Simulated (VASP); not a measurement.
# KMgF3 (Pm-3m) in VASP: single point with PBE

Aim: the single point of KMgF3 with PBE.

Program: VASP 6.6.1. These are calculated values, not measurements. Logs are shortened: lines on timing, memory, paths and dates and some standing lists are left out, and cuts for length are marked.

## 1. The cell of the first run

It takes space group Pm-3m (No. 221, cubic). The conventional cell has a = 3.986 Å, b = 3.986 Å, c = 3.986 Å, α = 90.00°, β = 90.00°, γ = 90.00°. Within 3.7 Å of K (site symmetry m-3m) lie 12 F at 2.82 Å and 8 Mg at 3.45 Å. Within 2.6 Å of Mg (site symmetry m-3m) lie 6 F at 1.99 Å. F (site symmetry 4/mmm) has 2 Mg at 1.99 Å within 2.6 Å.

## 2. Single point, PBE

Input file INCAR:

```
  ALGO = Normal
  EDIFF = 1E-6
  ENCUT = 520
  GGA = PE
  ISIF = 2
  ISMEAR = 0
  LASPH = True
  LCHARG = False
  LREAL = Auto
  LWAVE = False
  NBANDS = 154
  NELM = 80
  PREC = Accurate
  SIGMA = 0.05
```

Input file KPOINTS:

```
k-points
0
Gamma
  2 2 2
```

Input file POSCAR:

```
KMgF3
1.0
    7.9718000000      0.0000000000      0.0000000000
    0.0000000000      7.9718000000      0.0000000000
    0.0000000000      0.0000000000      7.9718000000
K Mg F
8 8 24
Direct
    0.2500000000      0.2500000000      0.2500000000
    0.2500000000      0.2500000000      0.7500000000
    0.2500000000      0.7500000000      0.2500000000
    0.2500000000      0.7500000000      0.7500000000
    0.7500000000      0.2500000000      0.2500000000
    0.7500000000      0.2500000000      0.7500000000
    0.7500000000      0.7500000000      0.2500000000
    0.7500000000      0.7500000000      0.7500000000
    0.0000000000      0.0000000000      0.0000000000
    0.0000000000      0.0000000000      0.5000000000
    0.0000000000      0.5000000000      0.0000000000
    0.0000000000      0.5000000000      0.5000000000
    0.5000000000      0.0000000000      0.0000000000
    0.5000000000      0.0000000000      0.5000000000
    0.5000000000      0.5000000000      0.0000000000
    0.5000000000      0.5000000000      0.5000000000
    0.2500000000      0.0000000000      0.0000000000
    0.2500000000      0.0000000000      0.5000000000
    0.2500000000      0.5000000000      0.0000000000
    0.2500000000      0.5000000000      0.5000000000
    0.7500000000      0.0000000000      0.0000000000
    0.7500000000      0.0000000000      0.5000000000
    0.7500000000      0.5000000000      0.0000000000
    0.7500000000      0.5000000000      0.5000000000
    0.0000000000      0.2500000000      0.0000000000
    0.0000000000      0.2500000000      0.5000000000
    0.0000000000      0.7500000000      0.0000000000
    0.0000000000      0.7500000000      0.5000000000
    0.5000000000      0.2500000000      0.0000000000
    0.5000000000      0.2500000000      0.5000000000
    0.5000000000      0.7500000000      0.0000000000
    0.5000000000      0.7500000000      0.5000000000
    0.0000000000      0.0000000000      0.2500000000
    0.0000000000      0.0000000000      0.7500000000
    0.0000000000      0.5000000000      0.2500000000
    0.0000000000      0.5000000000      0.7500000000
    0.5000000000      0.0000000000      0.2500000000
    0.5000000000      0.0000000000      0.7500000000
    0.5000000000      0.5000000000      0.2500000000
    0.5000000000      0.5000000000      0.7500000000
```

Potentials or basis: VASP PAW PBE potentials, release 64 (K_sv, Mg, F).

Command:

```sh
$ cat potpaw_PBE.64/K_sv/POTCAR potpaw_PBE.64/Mg/POTCAR potpaw_PBE.64/F/POTCAR > POTCAR
$ mpirun -np 1 vasp_std > vasp.out
```

OUTCAR:

```text
EDIFF = 1E-6
   ENCUT = 520
   GGA = PE
   ISIF = 2
   ISMEAR = 0
   LASPH = True
   LREAL = Auto
   NELM = 80
   PREC = Accurate

 ion  position               nearest neighbor table
   1  0.250  0.250  0.250-  17 2.82  18 2.82  19 2.82  20 2.82  25 2.82  26 2.82  29 2.82  30 2.82
                            33 2.82  35 2.82  37 2.82  39 2.82  13 3.45  14 3.45  15 3.45  16 3.45
   2  0.250  0.250  0.750-  17 2.82  18 2.82  19 2.82  20 2.82  25 2.82  26 2.82  29 2.82  30 2.82
                            34 2.82  36 2.82  38 2.82  40 2.82  13 3.45  14 3.45  15 3.45  16 3.45
   3  0.250  0.750  0.250-  17 2.82  18 2.82  19 2.82  20 2.82  27 2.82  28 2.82  31 2.82  32 2.82
                            33 2.82  35 2.82  37 2.82  39 2.82  13 3.45  14 3.45  15 3.45  16 3.45
   4  0.250  0.750  0.750-  17 2.82  18 2.82  19 2.82  20 2.82  27 2.82  28 2.82  31 2.82  32 2.82
                            34 2.82  36 2.82  38 2.82  40 2.82  13 3.45  14 3.45  15 3.45  16 3.45
   5  0.750  0.250  0.250-  21 2.82  22 2.82  23 2.82  24 2.82  25 2.82  26 2.82  29 2.82  30 2.82
                            33 2.82  35 2.82  37 2.82  39 2.82  13 3.45  14 3.45  15 3.45  16 3.45
   6  0.750  0.250  0.750-  21 2.82  22 2.82  23 2.82  24 2.82  25 2.82  26 2.82  29 2.82  30 2.82
                            34 2.82  36 2.82  38 2.82  40 2.82  13 3.45  14 3.45  15 3.45  16 3.45
   7  0.750  0.750  0.250-  21 2.82  22 2.82  23 2.82  24 2.82  27 2.82  28 2.82  31 2.82  32 2.82
                            33 2.82  35 2.82  37 2.82  39 2.82  13 3.45  14 3.45  15 3.45  16 3.45
   8  0.750  0.750  0.750-  21 2.82  22 2.82  23 2.82  24 2.82  27 2.82  28 2.82  31 2.82  32 2.82
                            34 2.82  36 2.82  38 2.82  40 2.82  13 3.45  14 3.45  15 3.45  16 3.45
   9  0.000  0.000  0.000-  17 1.99  21 1.99  25 1.99  27 1.99  33 1.99  34 1.99   7 3.45   8 3.45
[... 45 lines left out ...]
 A1 = (   7.9718000000,   0.0000000000,   0.0000000000)
 A2 = (   0.0000000000,   7.9718000000,   0.0000000000)
 A3 = (   0.0000000000,   0.0000000000,   7.9718000000)

Analysis of symmetry for initial positions (statically):
=====================================================================
 Subroutine PRICEL returns following result:

  LATTYP: Found a simple cubic cell.
 ALAT       =     3.9859000000

  Lattice vectors:

 A1 = (   3.9859000000,   0.0000000000,   0.0000000000)
 A2 = (   0.0000000000,   3.9859000000,   0.0000000000)
 A3 = (   0.0000000000,   0.0000000000,   3.9859000000)

   8 primitive cells build up your supercell.

 Routine SETGRP: Setting up the symmetry group for a
 simple cubic supercell.

 Subroutine GETGRP returns: Found 48 space group operations
 (whereof 48 operations were pure point group operations)
 out of a pool of 48 trial point group operations.

The static configuration has the point symmetry O_h .

Analysis of symmetry for dynamics (positions and initial velocities):
[... 119 lines left out ...]
   EMIN   =  10.00;   EMAX   =-10.00  energy-range for DOS
   EFERMI =   0.00;   METHOD = LEGACY
   ISMEAR =     0;   SIGMA  =   0.05  broadening in eV -4-tet -1-fermi 0-gaus
   EFERMI_NEDOS =   21; number of points for ismear=-14 and -15
   IALGO  =     38    algorithm
   IMIX   =      4    mixing-type and parameters
     AMIX     =   0.40;   BMIX     =  1.00
     AMIX_MAG =   1.60;   BMIX_MAG =  1.00
  volume/ion in A,a.u.               =      12.67        85.47
  Fermi-wavevector in a.u.,A,eV,Ry     =   1.303962  2.464132 23.134232  1.700318
  Thomas-Fermi vector in A             =   2.434930
   LORBIT       =      0    0 simple, 1 ext, 2 COOP (PROOUT), +10 PAW based schemes
   GGA     = PE    functional components
   LHFCALC =     F    Hartree Fock is set to
   AEXX    =    0.0000 exact exchange contribution
   IVDW    =     0    specifies the selected vdW correction
   LEPSILON=     F    determine dielectric tensor
   LRPA    =     F    only Hartree local field effects (RPA)
 non-spin polarized calculation
 Gauss-broadening in eV      SIGMA  =   0.05
  energy-cutoff  :      520.00
  volume of cell :      506.60
 maximum number of plane-waves:     13704
 NGX is ok and might be reduce to    60
   NGX = 29   NGY = 29   NGZ = 29

 number of electron     255.9999665 magnetization

 Free energy of the ion-electron system (eV)
  ---------------------------------------------------
  ext. energy  EPLUGINS =         0.00000000
  ---------------------------------------------------
  free energy    TOTEN  =      -195.32825698 eV

  energy without entropy =     -195.32825698  energy(sigma->0) =     -195.32825698

 E-fermi :  -1.3552     XC(G=0):  -9.6840

 val. band max:       -1.6007734520   @ k =   0.0000   0.0000   0.0000
 cond. band min:       5.7033970917   @ k =   0.0000   0.0000   0.0000
 fundamental gap:      7.3041705438
 Fermi energy:        -1.3551890075

 k-point     1 :       0.0000    0.0000    0.0000
  band No.  band energies     occupation
      1     -27.2548      2.00000
      2     -27.2265      2.00000
      3     -27.2265      2.00000
      4     -27.2265      2.00000
      5     -27.2063      2.00000
      6     -27.2063      2.00000
[... 561 lines left out ...]
    139       9.7925      0.00000
    140       9.7925      0.00000
 [bands above 140 left out]

------------------------ aborting loop because EDIFF is reached ----------------------------------------

  FORCE on cell =-STRESS in cart. coord.  units (eV):
  Direction    XX          YY          ZZ          XY          YZ          ZX
  --------------------------------------------------------------------------------------
  -------------------------------------------------------------------------------------
  Total       10.2626531     10.2626531     10.2626531      0.0000000     -0.0000000      0.0000000
  in kB       32.4564523     32.4564523     32.4564523      0.0000000     -0.0000000      0.0000000
  external PRESSURE =      32.4564523 kB  Pullay stress =       0.0000000 kB

 VOLUME and BASIS-vectors are now :
 -----------------------------------------------------------------------------
  energy-cutoff  :      520.00
  volume of cell :      506.60
      direct lattice vectors                 reciprocal lattice vectors
     7.971800000  0.000000000  0.000000000     0.125442184  0.000000000  0.000000000
     0.000000000  7.971800000  0.000000000     0.000000000  0.125442184  0.000000000
     0.000000000  0.000000000  7.971800000     0.000000000  0.000000000  0.125442184

 POSITION                                       TOTAL-FORCE (eV/Angst)
 -----------------------------------------------------------------------------------
      1.99295      1.99295      1.99295        -0.000000     -0.000000      0.000000
      1.99295      1.99295      5.97885        -0.000000     -0.000000     -0.000000
      1.99295      5.97885      1.99295        -0.000000      0.000000     -0.000000
      1.99295      5.97885      5.97885        -0.000000     -0.000000     -0.000000
      5.97885      1.99295      1.99295         0.000000     -0.000000      0.000000
      5.97885      1.99295      5.97885         0.000000      0.000000     -0.000000
[... 32 lines left out ...]
      3.98590      3.98590      1.99295         0.000000     -0.000000     -0.000000
      3.98590      3.98590      5.97885        -0.000000      0.000000     -0.000000
 -----------------------------------------------------------------------------------
    total drift:                                0.000000     -0.000000      0.000000

  FREE ENERGIE OF THE ION-ELECTRON SYSTEM (eV)
  ---------------------------------------------------
  free  energy   TOTEN  =      -195.3282569837 eV

  energy  without entropy=     -195.3282569837  energy(sigma->0) =     -195.32825698
```

stdout:

```text
POSCAR found type information on POSCAR K MgF
 POSCAR found :  3 types and      40 ions
 scaLAPACK will be used
 LDA part: xc-table for (Slater+PW92), standard interpolation
 POSCAR, INCAR and KPOINTS ok, starting setup
 FFT: planning ... GRIDC
 FFT: planning ... GRID_SOFT
 FFT: planning ... GRID
 WAVECAR not read
 entering main loop
```

It took 5.8 min on 1 thread of AMD EPYC 7R13 (Zen 3), shared host; peak memory 0.55 GiB.

Results:

```yaml
Free_energy: -195.3283 eV
Pressure: 3.2 GPa
Band_gap_on_the_k_mesh: 7.30 eV
```

Levels at points of the mesh, in eV from the valence-band top:
```csv
k point,band 125,band 126,band 127,band 128,band 129,band 130,band 131,band 132
"(0.00, 0.00, 0.00)",-0.02,0.00,0.00,0.00,7.30,10.08,10.08,10.12
"(0.50, 0.00, 0.00)",-0.27,-0.27,-0.01,-0.01,8.32,8.32,10.58,10.58
"(0.50, 0.50, 0.00)",-0.22,-0.22,-0.22,-0.22,9.12,9.12,9.12,9.12
"(0.50, 0.50, 0.50)",-0.32,-0.32,-0.32,-0.32,9.65,9.65,9.65,9.65
```

Caveat: the cell stands under pressure. A hybrid or GW would open this gap; PBE tends to underestimate it.
